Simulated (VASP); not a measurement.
A run of VASP 6.6.1:

INCAR

```
PREC = Accurate
ENCUT = 600
EDIFF = 1E-7
ISMEAR = -1
SIGMA = 0.02
LREAL = False
LASPH = True
NELM = 120
ALGO = Normal
ISIF = 3
LWAVE = False
LCHARG = False
GGA = PE
IBRION = 2
NSW = 80
EDIFFG = -0.005
GGA_COMPAT = False
NELMIN = 4
```

File KPOINTS:

```
Automatic mesh
0
Gamma
  12 12 12
```

Contents of POSCAR:

```
B3AsN2
1.0
   -1.3437900729      1.3437900729      5.7012184382
    1.3437900729     -1.3437900729      5.7012184382
    1.3437900729      1.3437900729     -5.7012184382
N B As
2 3 1
Direct
    0.1666666667      0.1666666667      0.0000000000
    0.8333333333      0.8333333333      0.0000000000
    0.7500000000      0.2500000000      0.5000000000
    0.4166666667      0.9166666667      0.5000000000
    0.0833333333      0.5833333333      0.5000000000
    0.5000000000      0.5000000000      0.0000000000
```

Potentials or basis: VASP PAW PBE potentials, release 64 (N, B, As).

The run is started by

```sh
$ cat potpaw_PBE.64/N/POTCAR potpaw_PBE.64/B/POTCAR potpaw_PBE.64/As/POTCAR > POTCAR
$ mpirun -np 1 vasp_std > vasp.out
```

Hardware: 1 thread of Intel(R) Xeon(R) 6975P-C (Granite Rapids), on a shared host.

Problem. Estimate the wall time of this run.

Solution. Run time: 30 min on 1 thread of Intel(R) Xeon(R) 6975P-C (Granite Rapids) (shared host), peak memory 0.47 GiB. Counts: scf iterations 111, k points 163, ion steps 13.
